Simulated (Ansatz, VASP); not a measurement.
**Nb: VASP beside Ansatz**

```
Nb
1.0
     2.28251   -4.98079    0.00000
     2.28251    4.98079    0.00000
     0.00000    0.00000    3.20176
Nb
4
Cartesian
  2.2825 3.6318 0.0000
  2.2825 -1.3490 1.6008
  2.2825 -3.6318 3.2017
  2.2825 1.3490 1.6009
```

Alike in both runs: functional PBEsol; k mesh 4 × 4 × 4; occupations gaussian, width 0.1 eV; no spin polarisation.

Ansatz relaxed the structure, and its values are those at the end. VASP's run is a single point on that final structure, the one shown.

|  | VASP | Ansatz |
| --- | --- | --- |
| version | VASP 6.6.1 | Ansatz 0.2.0 |
| potentials or method | VASP PAW PBE potentials, release 64 (Nb_sv), cutoff 520 eV | scalar-relativistic, plane waves, PAW |
| valence electrons in the cell | 52 | 52 |

Ansatz gave:

| Item | Value |
| --- | --- |
| gap on the k mesh at the Fermi level (eV) | none |
| pressure (GPa) | -0.3 |
| rms of the force components (eV/Å) | 0.011 |

Q: What did VASP give for the same quantities?

A: gap on the k mesh at the Fermi level (eV): none; pressure (GPa): -0.5; rms of the force components (eV/Å): 0.017.

VASP's potentials were made for PBE, not for PBEsol. A gap of «none» marks a metal or a gap that the smearing closes. With one functional, cell and mesh, what is left measures potentials, basis and numerics.

The k mesh is coarse, so the values compare programs but aren't converged.
